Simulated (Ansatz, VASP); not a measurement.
**NbAs: VASP beside Ansatz**

The input POSCAR:

```
NbAs
1.0
    0.0000000000      2.6467681576      2.6467681576
    2.6467681576      0.0000000000      2.6467681576
    2.6467681576      2.6467681576      0.0000000000
Nb As
1 1
Direct
    0.5000000000      0.5000000000      0.5000000000
    0.0000000000      0.0000000000      0.0000000000
```

File INCAR.step1:

```
  PREC = Accurate
  ENCUT = 520
  ISMEAR = 0
  SIGMA = 0.05
  LREAL = F
  LASPH = T
  NELM = 60
  NBANDS = 16
  GGA = PE
  ALGO = Normal
  EDIFF = 1E-4
  LWAVE = T
  LCHARG = F
```

File INCAR.step2:

```
  PREC = Accurate
  ENCUT = 520
  EDIFF = 1E-6
  ISMEAR = 0
  SIGMA = 0.05
  LREAL = F
  LASPH = T
  NELM = 60
  ALGO = Normal
  ISIF = 2
  LWAVE = F
  LCHARG = F
  METAGGA = R2SCAN
  LMIXTAU = T
  NBANDS = 16
  ISTART = 1
```

File KPOINTS:

```
regular mesh
0
Gamma
  12 12 12
```

Input for Ansatz:

```yaml
crystal:
  lattice:
    - [0.0, 2.6467681576, 2.6467681576]
    - [2.6467681576, 0.0, 2.6467681576]
    - [2.6467681576, 2.6467681576, 0.0]
  atoms:
    - { symbol: Nb, position: [0.5, 0.5, 0.5] }
    - { symbol: As, position: [0.0, 0.0, 0.0] }
basis:
  ecutwfc: 500
  ecutrho_ratio: 4
kpoints:
  mp_grid: { grid: [12, 12, 12] }
hamiltonian:
  xc: r2scan
scf:
  occupations: { method: gaussian, width: 0.05 }
output:
  forces: true
  stress: true
  eigenvalues: true
```

Alike in both runs: task single point; functional r2SCAN; k mesh 12 × 12 × 12; occupations gaussian, width 0.05 eV; no spin polarisation.

|  | VASP | Ansatz |
| --- | --- | --- |
| version | VASP 6.6.1 | Ansatz 0.2.0 |
| potentials or method | VASP PAW PBE potentials, release 64 (Nb_sv, As), cutoff 520 eV | scalar-relativistic, plane waves, PAW |
| valence electrons in the cell | 18 | 28 |

```csv
,VASP,Ansatz,Ansatz less VASP
gap on the k mesh at the Fermi level (eV),none,none,-
pressure (GPa),-2.9,-2.9,+0.05
```

VASP's potentials were made for PBE, not for r2SCAN. A gap of «none» marks a metal or a gap that the smearing closes. VASP's potentials hold 18 valence electrons a cell and Ansatz's 28, so a difference there can come from the potentials and not from the codes.
